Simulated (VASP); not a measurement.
Input of a VASP 6.6.1 run:

The input INCAR:

```
SYSTEM = Fe
  PREC = Accurate
  ENCUT = 520
  EDIFF = 1E-7
  ISMEAR = -1
  SIGMA = 0.05
  LREAL = .FALSE.
  LASPH = .TRUE.
  NELM = 150
  ALGO = Normal
  ISIF = 2
  LWAVE = .FALSE.
  LCHARG = .FALSE.
  ISPIN = 2
  MAGMOM = 3
  LORBIT = 11
  LMAXMIX = 4
  GGA = RP
  IVDW = 12
  NBANDS = 14
```

Contents of KPOINTS:

```
regular mesh
0
G
  13 13 13
  0 0 0
```

File POSCAR:

```
Fe
1.0
   -1.3696278157      1.3696278157      1.3696278157
    1.3696278157     -1.3696278157      1.3696278157
    1.3696278157      1.3696278157     -1.3696278157
Fe
1
Direct
    0.0000000000      0.0000000000      0.0000000000
```

Potentials or basis: VASP PAW PBE potentials, release 64 (Fe).

Run with:

```console
$ cat potpaw_PBE.64/Fe/POTCAR > POTCAR
$ mpirun -np 1 vasp_std > vasp.out
```

(1) Predict the site moments.

(2) Predict the net moment.

(3) Predict the pressure.

Results:

(1) Fe +2.00 μB.

(2) 2.02 μB per cell.

(3) -0.5 GPa.

Caveat: the PAW data sets were made with another functional, which shifts forces and pressure a little; pairwise dispersion overbinds metals, which lowers pressure and volume.
